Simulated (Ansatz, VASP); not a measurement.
# MgS: VASP beside Ansatz

```
CELL_PARAMETERS angstrom
0.00000 2.85396 2.78401
2.85396 0.00000 2.78401
2.85396 2.85396 0.00000
ATOMIC_POSITIONS crystal
Mg 0.00000 0.00000 0.00000
S 0.25000 0.25000 0.25000
```

Change from the starting cell: strained cell.

Alike in both runs: functional PBEsol; k mesh 6 × 6 × 6; occupations gaussian, width 0.02 eV; no spin polarisation.

Ansatz relaxed the structure, and its values are those at the end. VASP's run is a single point on that final structure, the one shown.

```csv
,VASP,Ansatz
version,VASP 6.6.1,Ansatz 0.2.0
potentials or method,"VASP PAW PBE potentials, release 64 (Mg, S), cutoff 600 eV","scalar-relativistic, plane waves, PAW"
valence electrons in the cell,8,16
```

|  | VASP | Ansatz | Ansatz less VASP |
| --- | --- | --- | --- |
| gap on the k mesh at the Fermi level (eV) | 3.25 | 3.25 | -0.002 |
| least direct gap on the mesh (eV) | 3.25 | 3.25 | -0.002 |
| pressure (GPa) | -0.4 | -0.3 | +0.07 |

VASP's potentials were made for PBE, not for PBEsol, and Ansatz warns of the same on its side. VASP's potentials hold 8 valence electrons a cell and Ansatz's 16, so a difference there can come from the potentials and not from the codes. Ansatz's warnings: stress scf threshold loose.
